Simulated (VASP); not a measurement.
# GaSb (F-43m) in VASP: a series of runs, part 2 of 2

VASP 6.6.1.

### 4 Phonons, r2SCAN

This run uses another cell than the first one, of 26.02 Å³/atom, 1.084 times its volume.

INCAR reads:

```
ALGO     = Normal         # electronic algorithm
EDIFF    = 1E-8           # SCF threshold, eV
ENCUT    = 520            # plane-wave cutoff, eV
IBRION   = 6              # ionic algorithm
ISIF     = 2              # what is computed and relaxed
ISMEAR   = 0              # smearing method
LASPH    = True           # aspherical terms in the spheres
LCHARG   = True           # write CHGCAR
LMIXTAU  = True         
LREAL    = False          # projectors in reciprocal space
LWAVE    = False          # write WAVECAR
METAGGA  = R2SCAN         # meta-GGA
NBANDS   = 16             # bands
NELM     = 80             # most SCF steps
NFREE    = 2            
NSW      = 1              # ionic steps
POTIM    = 0.015          # step
PREC     = Accurate       # precision mode
SIGMA    = 0.01           # smearing width, eV
```

KPOINTS reads:

```
k-points
0
Gamma
  6 6 6
```

POSCAR reads:

```
GaSb
1.0
    2.9632717503      2.9632717503      0.0000000000
   -2.9632717503      2.9632717503      0.0000000000
    0.0000000000      2.9632717503      2.9632717503
Ga Sb
1 1
Direct
    0.0000000000      0.0000000000      0.0000000000
    0.7500000000      0.2500000000      0.5000000000
```

Potentials or basis: VASP PAW PBE potentials, release 64 (Ga_d, Sb).

Run with:

```bash
$ cat potpaw_PBE.64/Ga_d/POTCAR potpaw_PBE.64/Sb/POTCAR > POTCAR
$ mpirun -np 1 vasp_std > vasp.out
```

OUTCAR:

```text
EDIFF = 1E-8
   ENCUT = 520
   IBRION = 6
   ISIF = 2
   ISMEAR = 0
   LASPH = True
   LREAL = False
   METAGGA = R2SCAN
   NELM = 80
   NFREE = 2
   NSW = 1
   POTIM = 0.015
   PREC = Accurate

 ion  position               nearest neighbor table
   1  0.000  0.000  0.000-   2 2.57   2 2.57   2 2.57   2 2.57
   2  0.750  0.250  0.500-   1 2.57   1 2.57   1 2.57   1 2.57

  LATTYP: Found a face centered cubic cell.
 ALAT       =     5.9265435006

  Lattice vectors:

 A1 = (   0.0000000000,   2.9632717503,   2.9632717503)
 A2 = (   2.9632717503,   0.0000000000,   2.9632717503)
 A3 = (   2.9632717503,   2.9632717503,   0.0000000000)

Analysis of symmetry for initial positions (statically):
=====================================================================
 Subroutine PRICEL returns:
 Original cell was already a primitive cell.

 Routine SETGRP: Setting up the symmetry group for a
 face centered cubic supercell.

 Subroutine GETGRP returns: Found 24 space group operations
 (whereof 24 operations were pure point group operations)
 out of a pool of 48 trial point group operations.

The static configuration has the point symmetry T_d .

Analysis of symmetry for dynamics (positions and initial velocities):
=====================================================================
 Subroutine PRICEL returns:
 Original cell was already a primitive cell.

 Routine SETGRP: Setting up the symmetry group for a
 face centered cubic supercell.

 Subroutine GETGRP returns: Found 24 space group operations
 (whereof 24 operations were pure point group operations)
 out of a pool of 48 trial point group operations.

The dynamic configuration has the point symmetry T_d .

 Subroutine INISYM returns: Found 24 space group operations
 (whereof 24 operations are pure point group operations),
 and found     1 'primitive' translations

----------------------------------------------------------------------------------------

                                     Primitive cell

  volume of cell :      52.0409

  direct lattice vectors                    reciprocal lattice vectors
     2.963271750  2.963271750  0.000000000     0.168732415  0.168732415 -0.168732415
    -2.963271750  2.963271750  0.000000000    -0.168732415  0.168732415 -0.168732415
     0.000000000  2.963271750  2.963271750     0.000000000  0.000000000  0.337464831

  length of vectors
     4.190699098  4.190699098  4.190699098     0.292253116  0.292253116  0.337464831

  position of ions in fractional coordinates (direct lattice)
     0.000000000  0.000000000  0.000000000
     0.750000000  0.250000000  0.500000000

[... 86 lines left out ...]
     AMIX     =   0.40;   BMIX     =  1.00
     AMIX_MAG =   1.60;   BMIX_MAG =  1.00
  volume/ion in A,a.u.               =      26.02       175.59
  Fermi-wavevector in a.u.,A,eV,Ry     =   1.149170  2.171616 17.967733  1.320591
  Thomas-Fermi vector in A             =   2.285841
   LORBIT       =      0    0 simple, 1 ext, 2 COOP (PROOUT), +10 PAW based schemes
   METAGGA = R2SCAN    functional components
   LHFCALC =     F    Hartree Fock is set to
   AEXX    =    0.0000 exact exchange contribution
   IVDW    =     0    specifies the selected vdW correction
   LEPSILON=     F    determine dielectric tensor
   LRPA    =     F    only Hartree local field effects (RPA)
 finite differences with symmetry
 non-spin polarized calculation
 Gauss-broadening in eV      SIGMA  =   0.01
  energy-cutoff  :      520.00
  volume of cell :       52.04
 maximum number of plane-waves:      1420
   NGX = 15   NGY = 15   NGZ = 15

--------------------------------------- Ionic step        1  -------------------------------------------

 number of electron      18.0000013 magnetization

 Free energy of the ion-electron system (eV)
  ---------------------------------------------------
  ext. energy  EPLUGINS =         0.00000000
  ---------------------------------------------------
  free energy    TOTEN  =       -37.46509354 eV

  energy without entropy =      -37.46509354  energy(sigma->0) =      -37.46509354

------------------------ aborting loop because EDIFF is reached ----------------------------------------

  FORCE on cell =-STRESS in cart. coord.  units (eV):
  Direction    XX          YY          ZZ          XY          YZ          ZX
  --------------------------------------------------------------------------------------
  -------------------------------------------------------------------------------------
  Total        2.3093500      2.3093500      2.3093500      0.0000000      0.0000000     -0.0000000
  in kB       71.0977585     71.0977585     71.0977585      0.0000000      0.0000000     -0.0000000
  external PRESSURE =      71.0977585 kB  Pullay stress =       0.0000000 kB
[... 131 lines left out ...]
--------------------------------------- Ionic step        5  -------------------------------------------

 number of electron      18.0000013 magnetization

 Free energy of the ion-electron system (eV)
  ---------------------------------------------------
  ext. energy  EPLUGINS =         0.00000000
  ---------------------------------------------------
  free energy    TOTEN  =       -37.46390064 eV

  energy without entropy =      -37.46390064  energy(sigma->0) =      -37.46390064

 E-fermi :   5.8325     XC(G=0): -10.1690

 val. band max:        5.7854817723   @ k =   0.0000   0.0000   0.0000
 cond. band min:       6.6310549379   @ k =   0.0000   0.5000   0.5000
 fundamental gap:      0.8455731655
 Fermi energy:         5.8325041298

 k-point     1 :       0.0000    0.0000    0.0000
  band No.  band energies     occupation
      1      -9.9924      2.00000
      2      -9.9904      2.00000
      3      -9.9881      2.00000
      4      -9.9157      2.00000
      5      -9.9156      2.00000
      6      -6.9341      2.00000
[... 433 lines left out ...]
      3      -9.9700      2.00000
      4      -9.9180      2.00000
      5      -9.9170      2.00000
      6      -5.0758      2.00000
[... 8 lines left out ...]
     15      14.7560      0.00000
     16      16.4707      0.00000

 [... further k-points ...]
[... 5 lines left out ...]
  --------------------------------------------------------------------------------------
  -------------------------------------------------------------------------------------
  Total        2.3093708      2.3125390      2.3125390      0.0000000     -0.1627985      0.0000000
  in kB       71.0983982     71.1959357     71.1959357      0.0000000     -5.0120627      0.0000000
  external PRESSURE =      71.1634232 kB  Pullay stress =       0.0000000 kB
[... 17 lines left out ...]
  FREE ENERGIE OF THE ION-ELECTRON SYSTEM (eV)
  ---------------------------------------------------
  free  energy   TOTEN  =       -37.4639006411 eV

  energy  without entropy=      -37.4639006411  energy(sigma->0) =      -37.46390064

 INTERNAL STRAIN TENSORS FROM DISPLACED ATOMS
 ============================================

 INTERNAL STRAIN TENSOR FOR ION    1 for displacements in x,y,z  (eV/Angst):
          X           Y           Z          XY          YZ          ZX
  --------------------------------------------------------------------------------
  x     0.00000     0.00000     0.00000     0.00000   -11.09159     0.00000
  y     0.00000     0.00000     0.00000     0.00000     0.00000   -11.09159
  z     0.00000     0.00000     0.00000   -11.09159     0.00000     0.00000

 INTERNAL STRAIN TENSOR FOR ION    2 for displacements in x,y,z  (eV/Angst):
          X           Y           Z          XY          YZ          ZX
  --------------------------------------------------------------------------------
  x     0.00000     0.00000     0.00000     0.00000    10.83209     0.00000
  y     0.00000    -0.00000     0.00000     0.00000     0.00000    10.83209
  z     0.00000     0.00000     0.00000    10.83209     0.00000     0.00000

 Eigenvectors and eigenvalues of the dynamical matrix
 ----------------------------------------------------

   1 f  =    7.595773 THz    47.725646 2PiTHz  253.367698 cm-1    31.413577 meV
             X         Y         Z           dx          dy          dz
      0.000000  0.000000  0.000000     0.000000   -0.000000   -0.795374
      1.481636  4.444908  1.481636    -0.000000    0.000000    0.606118
[... 21 lines left out ...]
   6 f/i=    0.025544 THz     0.160499 2PiTHz    0.852064 cm-1     0.105642 meV
             X         Y         Z           dx          dy          dz
      0.000000  0.000000  0.000000     0.000000   -0.000000   -0.606118
      1.481636  4.444908  1.481636    -0.000000    0.000000   -0.795374

 ELASTIC MODULI CONTR FROM IONIC RELAXATION (kBar)
 Direction    XX          YY          ZZ          XY          YZ          ZX
 --------------------------------------------------------------------------------
 XX          -0.0000     -0.0000      0.0000     -0.0000     -0.0000      0.0000
 YY          -0.0000     -0.0000      0.0000     -0.0000     -0.0000      0.0000
 ZZ           0.0000      0.0000      0.0000      0.0000      0.0000      0.0000
 XY          -0.0000     -0.0000      0.0000   -352.7666     -0.0000      0.0000
 YZ          -0.0000     -0.0000      0.0000     -0.0000   -352.7666     -0.0000
 ZX           0.0000      0.0000      0.0000      0.0000     -0.0000   -352.7666
 --------------------------------------------------------------------------------
```

It took 3.4 min on 1 thread of Intel Xeon 6975P-C (Granite Rapids), shared host; peak memory 0.23 GiB.

What came out:

* Highest phonon frequency at Γ, LO-TO splitting left out: 253 cm⁻¹

Phonon frequencies in cm⁻¹ (negative: imaginary):
| q point | frequencies |
| --- | --- |
| (0.000, 0.000, 0.000) | -1 -1 -1 253 253 253 |

Caveat: the cell wasn't relaxed at this level first, which shifts response properties; the PAW data sets were made with another functional, which shifts forces and pressure a little; spin-orbit coupling is left out, which moves the levels of the heavy elements.
